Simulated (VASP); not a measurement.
Here is a VASP 6.6.1 calculation.

The input INCAR:

```
SYSTEM = AlN
PREC     = Accurate       ! precision mode
ENCUT    = 520            ! plane-wave cutoff, eV
EDIFF    = 1E-7           ! SCF threshold, eV
ISMEAR   = 0              ! smearing method
SIGMA    = 0.01           ! smearing width, eV
LREAL    = .FALSE.        ! projectors in reciprocal space
LASPH    = .TRUE.         ! aspherical terms in the spheres
NELM     = 60             ! most SCF steps
ALGO     = Normal         ! electronic algorithm
ISIF     = 2              ! what is computed and relaxed
LWAVE    = .FALSE.        ! write WAVECAR
LCHARG   = .TRUE.         ! write CHGCAR
GGA      = PE             ! functional
LELF     = .TRUE.         ! ELF
LVHAR    = .TRUE.       
NBANDS   = 11             ! bands
```

The input KPOINTS:

```
Automatic mesh
0
G
  8 8 8
  0 0 0
```

POSCAR

```
AlN
1.0
    0.0000000000      2.0146921391      2.0146921391
    2.0146921391      0.0000000000      2.0146921391
    2.0146921391      2.0146921391      0.0000000000
Al N
1 1
Direct
    0.0000000000      0.0000000000      0.0000000000
    0.5000000000      0.5000000000      0.5000000000
```

Potentials or basis: VASP PAW PBE potentials, release 64 (Al, N).

Command:

```console
$ cat potpaw_PBE.64/Al/POTCAR potpaw_PBE.64/N/POTCAR > POTCAR
$ mpirun -np 1 vasp_std > vasp.out
```

Estimate the band gap on the k mesh.

4.71 eV, indirect (least direct gap 5.83 eV).

Predict the pressure.

7.9 GPa.

 A k mesh can miss the band edges.
